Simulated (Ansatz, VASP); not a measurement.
**Two plane-wave programs on La2Zr3O**

```
La Zr O
1.0
     4.15775    0.00000    0.00000
    -2.07887    3.60071    0.00000
     0.00000    0.00000    7.77113
La Zr O
2 3 1
Cartesian
  2.0789 1.2002 1.8297
  2.0789 1.2002 5.9414
  0.0000 0.0000 3.8856
  0.0000 2.4005 0.0000
  0.0000 2.4005 3.8856
  0.0000 0.0000 0.0000
```

Change from the starting cell: species swapped into the Ce2NiGe3 type (P-6m2, No. 187).

Alike in both runs: task relaxation of cell and atoms; functional PBE; k mesh 6 × 6 × 2; occupations gaussian, width 0.1 eV; no spin polarisation.

```csv
,VASP,Ansatz
version,VASP 6.6.1,Ansatz 0.2.0
potentials or method,"VASP PAW PBE potentials, release 64 (La, Zr_sv, O), cutoff 600 eV","scalar-relativistic, plane waves, PAW"
valence electrons in the cell,64,64
```

VASP gave:

| Quantity | Value |
| --- | --- |
| gap on the k mesh at the Fermi level, each at its own relaxed structure (eV) | none |
| relaxed volume (Å³/atom) | 24.49 |
| relaxed cell length with the largest relative difference (Å) | 8.270 |

What did Ansatz give for the same quantities?

gap on the k mesh at the Fermi level, each at its own relaxed structure (eV): none; relaxed volume (Å³/atom): 24.45; relaxed cell length with the largest relative difference (Å): 8.330.

A gap of «none» marks a metal or a gap that the smearing closes.

The k mesh is coarse, so the values compare programs but aren't converged. Spin-orbit coupling is off throughout. Noted on VASP's run: the volume moved by over 15 % at a fixed basis, so the end points are rough.
